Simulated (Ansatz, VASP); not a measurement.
## TiAl3: VASP beside Ansatz

File INCAR:

```
SYSTEM = TiAl3
ALGO = Fast
EDIFF = 1E-6
ENCUT = 520
GGA = PE
ISIF = 2
ISMEAR = 0
LASPH = .True.
LCHARG = .False.
LREAL = .False.
LWAVE = .False.
NBANDS = 18
NELM = 80
PREC = Accurate
SIGMA = 0.15
```

Contents of KPOINTS:

```
k-points
0
Gamma
  18 18 18
  0 0 0
```

Contents of POSCAR:

```
TiAl3
1.0
   -1.9226734292      1.9226734292      4.3114047966
    1.9226734292     -1.9226734292      4.3114047966
    1.9226734292      1.9226734292     -4.3114047966
Ti Al
1 3
Direct
    0.0000000000      0.0000000000      0.0000000000
    0.4942014259      0.4942014259      0.0000000000
    0.7500000000      0.2500000000      0.5000000000
    0.2500000000      0.7500000000      0.5000000000
```

Input for Ansatz:

```yaml
crystal:
  lattice:
    - [-1.9226734292, 1.9226734292, 4.3114047966]
    - [1.9226734292, -1.9226734292, 4.3114047966]
    - [1.9226734292, 1.9226734292, -4.3114047966]
  atoms:
    - { symbol: Ti, position: [0.0, 0.0, 0.0] }
    - { symbol: Al, position: [0.4942014259, 0.4942014259, 0.0] }
    - { symbol: Al, position: [0.75, 0.25, 0.5] }
    - { symbol: Al, position: [0.25, 0.75, 0.5] }
basis:
  ecutwfc: 420
kpoints:
  mp_grid: { grid: [18, 18, 18] }
hamiltonian:
  xc: pbe
scf:
  occupations: { method: gaussian, width: 0.15 }
output:
  forces: true
  stress: true
  eigenvalues: true
```

Alike in both runs: task single point; functional PBE; k mesh 18 × 18 × 18; occupations gaussian, width 0.15 eV; no spin polarisation.

|  | VASP | Ansatz |
| --- | --- | --- |
| version | VASP 6.6.1 | Ansatz 0.2.0 |
| potentials or method | VASP PAW PBE potentials, release 64 (Ti_sv, Al), cutoff 520 eV | scalar-relativistic, plane waves, PAW |
| valence electrons in the cell | 21 | 21 |

```csv
,VASP,Ansatz,Ansatz less VASP
gap on the k mesh at the Fermi level (eV),none,none,-
pressure (GPa),0.0,0.0,+0.02
"traceless stress, the component that is largest in VASP (GPa)",-0.05,-0.05,0.000
rms of the force components (eV/Å),0.070,0.070,0.0000
```

Atom by atom the forces differ by 0.000 eV/Å (rms over components). A gap of «none» marks a metal or a gap that the smearing closes. With one functional, cell and mesh, what is left measures potentials, basis and numerics.
